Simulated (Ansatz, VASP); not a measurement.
**Two plane-wave programs on Te2Mo**

```xyz
6
Lattice="6.6420 0.0000 0.0000 0.0000 6.6420 0.0000 0.0000 0.0000 3.6275" Properties=species:S:1:pos:R:3 pbc="T T T"
Mo    0.0000    0.0000    0.0000
Mo    3.3210    3.3210    1.8137
Te    1.9017    1.9017    0.0000
Te    1.4193    5.2227    1.8137
Te    5.2227    1.4193    1.8137
Te    4.7403    4.7403    0.0000
```

Alike in both runs: task single point; functional PBE-based screened hybrid; k mesh 2 × 2 × 4; occupations fermi-dirac, width 0.02 eV; no spin polarisation.

```csv
,VASP,Ansatz
version,VASP 6.6.1,Ansatz 0.2.0
potentials or method,"VASP PAW PBE potentials, release 64 (Mo_sv, Te)",plane waves
plane-wave cutoff (eV),520,420
valence electrons in the cell,52,92
```

Ansatz gave:

- pressure (GPa): -3.0
- traceless stress, the component that is largest in VASP (GPa): 0.50
- rms of the force components (eV/Å): 0.051

Task: What did VASP give for the same quantities?

Result: Pressure (GPa): -3.4; traceless stress, the component that is largest in VASP (GPa): 0.46; rms of the force components (eV/Å): 0.062.

VASP's potentials were made for PBE, not for PBE-based screened hybrid. Atom by atom the forces differ by 0.011 eV/Å (rms over components). VASP's potentials hold 52 valence electrons a cell and Ansatz's 92, so a difference there can come from the potentials and not from the codes. Ansatz's warnings: filled band counts differ across k points, stress exchange threshold loose, stress scf threshold loose.

The k mesh is coarse, so the values compare programs but aren't converged. Neither program's run includes spin-orbit coupling.
